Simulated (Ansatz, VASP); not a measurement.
**One calculation of In3GaSb2N2, two programs**

Contents of INCAR:

```
  ALGO = Normal
  EDIFF = 1E-7
  EDIFFG = -0.08
  ENCUT = 700
  GGA = PE
  GGA_COMPAT = False
  IBRION = 2
  ISIF = 3
  ISMEAR = 0
  LASPH = True
  LCHARG = False
  LREAL = False
  LWAVE = False
  NELM = 120
  NELMIN = 4
  NSW = 36
  PREC = Accurate
  SIGMA = 0.15
```

KPOINTS

```
k-points
0
Gamma
  3 3 1
```

The input POSCAR:

```
In3GaSb2N2
1.0
    4.1464435800      0.0000000000      0.0000000000
    0.0000000000      4.1464435800      0.0000000000
    0.0000000000      0.0000000000     11.5196380500
In Ga Sb N
3 1 2 2
Direct
    0.5000000000      0.5000000000      0.7614640000
    0.0000000000      0.0000000000      0.5000000000
    0.5000000000      0.5000000000      0.2385360000
    0.0000000000      0.0000000000      0.0000000000
    0.0000000000      0.5000000000      0.6299769900
    0.5000000000      0.0000000000      0.3700230100
    0.0000000000      0.5000000000      0.1034230000
    0.5000000000      0.0000000000      0.8965770000
```

Input for Ansatz:

```yaml
crystal:
  lattice:
    - [4.14644358, 0.0, 0.0]
    - [0.0, 4.14644358, 0.0]
    - [0.0, 0.0, 11.51963805]
  atoms:
    - { symbol: In, position: [0.5, 0.5, 0.761464] }
    - { symbol: In, position: [0.0, 0.0, 0.5] }
    - { symbol: In, position: [0.5, 0.5, 0.238536] }
    - { symbol: Ga, position: [0.0, 0.0, 0.0] }
    - { symbol: Sb, position: [0.0, 0.5, 0.62997699] }
    - { symbol: Sb, position: [0.5, 0.0, 0.37002301] }
    - { symbol: "N", position: [0.0, 0.5, 0.103423] }
    - { symbol: "N", position: [0.5, 0.0, 0.896577] }
basis:
  ecutwfc: 420
kpoints:
  mp_grid: { grid: [3, 3, 1] }
hamiltonian:
  xc: pbe
scf:
  occupations: { method: gaussian, width: 0.15 }
  lower_state_search: "off"
output:
  forces: true
  stress: true
  eigenvalues: true
relax:
  adjacent_minimum: "off"
  f_tol: 0.08
  max_steps: 16
  cell: { stress_tol: 0.8 }
```

Change from the starting cell: species swapped into the In3CuAs2Se2 type (P-4m2, No. 115).

Alike in both runs: task relaxation of cell and atoms; functional PBE; k mesh 3 × 3 × 1; occupations gaussian, width 0.15 eV; no spin polarisation.

|  | VASP | Ansatz |
| --- | --- | --- |
| version | VASP 6.6.1 | Ansatz 0.2.0 |
| potentials or method | VASP PAW PBE potentials, release 64 (In_d, Ga_d, Sb_d_GW, N), cutoff 700 eV | scalar-relativistic, plane waves, PAW |
| valence electrons in the cell | 92 | 92 |

```tsv
	VASP	Ansatz	Ansatz less VASP
gap on the k mesh at the Fermi level, each at its own relaxed structure (eV)	none	none	-
relaxed volume (Å³/atom)	23.60	23.21	-0.390
relaxed length of the cell vector where the two differ most in proportion (Å)	11.783	10.954	-0.8291
```

A gap of «none» marks a metal or a gap that the smearing closes. One of these differences is far larger than is usual between the two programs; its cause wasn't traced.

The k mesh is coarse, so the values compare programs but aren't converged. Neither program's run includes spin-orbit coupling.
